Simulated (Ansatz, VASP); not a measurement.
# GaN in VASP and in Ansatz

Contents of POSCAR:

```
GaN
1.0
    0.0000000000      2.2489525415      2.2377077788
    2.2489525415      0.0000000000      2.2377077788
    2.2489525415      2.2489525415      0.0000000000
Ga N
1 1
Direct
    0.0000000000      0.0000000000      0.0000000000
    0.2500000000      0.2500000000      0.2500000000
```

The input INCAR.step1:

```
SYSTEM = GaN
ALGO     = Normal         ! electronic algorithm
EDIFF    = 1E-5           ! SCF threshold, eV
ENCUT    = 910            ! plane-wave cutoff, eV
GGA      = PE             ! functional
GGA_COMPAT= .False.      
ISMEAR   = 0              ! smearing method
LASPH    = .True.         ! aspherical terms in the spheres
LCHARG   = .False.        ! write CHGCAR
LREAL    = .False.        ! projectors in reciprocal space
LWAVE    = .True.         ! write WAVECAR
NBANDS   = 16             ! bands
NELM     = 120            ! most SCF steps
PREC     = Accurate       ! precision mode
SIGMA    = 0.01           ! smearing width, eV
```

The input INCAR.step2:

```
SYSTEM = GaN
ALGO     = Normal         ! electronic algorithm
EDIFF    = 1E-6           ! SCF threshold, eV
ENCUT    = 910            ! plane-wave cutoff, eV
GGA_COMPAT= .False.      
ISIF     = 2              ! what is computed and relaxed
ISMEAR   = 0              ! smearing method
ISTART   = 1            
LASPH    = .True.         ! aspherical terms in the spheres
LCHARG   = .False.        ! write CHGCAR
LMIXTAU  = .True.       
LREAL    = .False.        ! projectors in reciprocal space
LWAVE    = .False.        ! write WAVECAR
METAGGA  = R2SCAN         ! meta-GGA
NBANDS   = 16             ! bands
NELM     = 120            ! most SCF steps
PREC     = Accurate       ! precision mode
SIGMA    = 0.01           ! smearing width, eV
```

KPOINTS

```
k-points
0
Gamma
  10 10 10
  0 0 0
```

Input for Ansatz:

```yaml
crystal:
  lattice:
    - [0.0, 2.2489525415, 2.2377077788]
    - [2.2489525415, 0.0, 2.2377077788]
    - [2.2489525415, 2.2489525415, 0.0]
  atoms:
    - { symbol: Ga, position: [0.0, 0.0, 0.0] }
    - { symbol: "N", position: [0.25, 0.25, 0.25] }
kpoints:
  mp_grid: { grid: [10, 10, 10] }
  band_path:
    path:
      - [0.0, 0.0, 0.0]
      - [-0.5, -0.5, 0.0]
      - [-0.375, -0.375, 0.25]
      - [-0.375, 0.0, 0.375]
      - [0.0, 0.0, 0.5]
      - [-0.5, -0.25, 0.25]
    npoints: 1
hamiltonian:
  xc: r2scan
scf:
  occupations: { method: fixed }
  n_extra_bands: 4
output:
  forces: true
  stress: true
  eigenvalues: true
```

Change from the starting cell: uniaxial_z strain -0.5%.

Alike in both runs: task single point; functional r2SCAN; k mesh 10 × 10 × 10; no spin polarisation.

```csv
,VASP,Ansatz
version,VASP 6.6.1,Ansatz 0.2.0
potentials or method,"VASP PAW PBE potentials, release 64 (Ga_d, N_h)","plane waves, PAW"
plane-wave cutoff (eV),910,500
occupations,"gaussian, width 0.01 eV",fixed
valence electrons in the cell,18,18
```

|  | VASP | Ansatz | Ansatz less VASP |
| --- | --- | --- | --- |
| gap on the k mesh at the Fermi level (eV) | 2.17 | 2.19 | +0.012 |

VASP's potentials were made for PBE, not for r2SCAN.

Noted on VASP's run: the cutoff is short for stress, so the pressure is rough.
